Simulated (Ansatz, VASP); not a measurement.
One calculation of Al2Cu, two programs

File INCAR:

```
SYSTEM = Al2Cu
ALGO = Fast ; EDIFF = 1E-6
ENCUT = 520 ; GGA = PS
ISIF = 2 ; ISMEAR = 0
LASPH = .TRUE. ; LCHARG = .FALSE.
LREAL = .FALSE. ; LWAVE = .FALSE.
NBANDS = 16 ; NELM = 80
PREC = Accurate ; SIGMA = 0.1
```

Contents of KPOINTS:

```
k-points
0
G
  16 16 8
  0 0 0
```

File POSCAR:

```
Al2Cu
1.0
    2.8026530383      0.0000000000     -0.0462267865
    0.0000000000      2.8358683119      0.0000000000
   -1.3797363225      0.0000000000      5.7626116544
Al Cu
2 1
Direct
    0.6488301852      0.5000000000      0.2911935971
    0.3511698148      0.5000000000      0.7088064029
    0.0000000000      0.0000000000      0.0000000000
```

Input for Ansatz:

```yaml
crystal:
  lattice:
    - [2.8026530383, 0.0, -0.0462267865]
    - [0.0, 2.8358683119, 0.0]
    - [-1.3797363225, 0.0, 5.7626116544]
  atoms:
    - { symbol: Al, position: [0.6488301852, 0.5, 0.2911935971] }
    - { symbol: Al, position: [0.3511698148, 0.5, 0.7088064029] }
    - { symbol: Cu, position: [0.0, 0.0, 0.0] }
basis:
  ecutwfc: 420
kpoints:
  mp_grid: { grid: [16, 16, 8] }
  band_path:
    path:
      - [0.0, 0.0, 0.0]
      - [0.0, -0.5, 0.0]
      - [0.0, -0.5, 0.5]
      - [0.0, 0.0, 0.5]
      - [0.0, 0.0, 0.0]
      - [0.5, 0.0, 0.0]
      - [0.5, -0.5, 0.0]
      - [0.0, -0.5, 0.0]
      - [0.5, -0.5, -0.5]
      - [0.5, 0.0, -0.5]
      - [0.0, 0.0, 0.0]
    npoints: 14
hamiltonian:
  xc: pbesol
scf:
  occupations: { method: gaussian, width: 0.1 }
  n_extra_bands: 7
output:
  forces: true
  stress: true
  eigenvalues: true
  populations: true
  dos: { projected: true, de: 0.02, nscf_kmesh: { grid: [20, 20, 10] } }
  bader: true
  write_density: true
  write_potential: true
  elf: true
  volumetric_format: npy
```

Alike in both runs: task single point; functional PBEsol; k mesh 16 × 16 × 8; occupations gaussian, width 0.1 eV; no spin polarisation.

|  | VASP | Ansatz |
| --- | --- | --- |
| version | VASP 6.6.1 | Ansatz 0.2.0 |
| potentials or method | VASP PAW PBE potentials, release 64 (Al, Cu), cutoff 520 eV | scalar-relativistic, plane waves, PAW |
| valence electrons in the cell | 17 | 25 |

```tsv
	VASP	Ansatz	Ansatz less VASP
gap on the k mesh at the Fermi level (eV)	none	none	-
pressure (GPa)	-3.3	-3.1	+0.16
traceless stress, the component that is largest in VASP (GPa)	-0.07	-0.03	+0.037
rms of the force components (eV/Å)	0.061	0.070	+0.0090
```

VASP's potentials were made for PBE, not for PBEsol. Atom by atom the forces differ by 0.009 eV/Å (rms over components). A gap of «none» marks a metal or a gap that the smearing closes. With one functional, cell and mesh, what is left measures potentials, basis and numerics. VASP's potentials hold 17 valence electrons a cell and Ansatz's 25, so a difference there can come from the potentials and not from the codes.
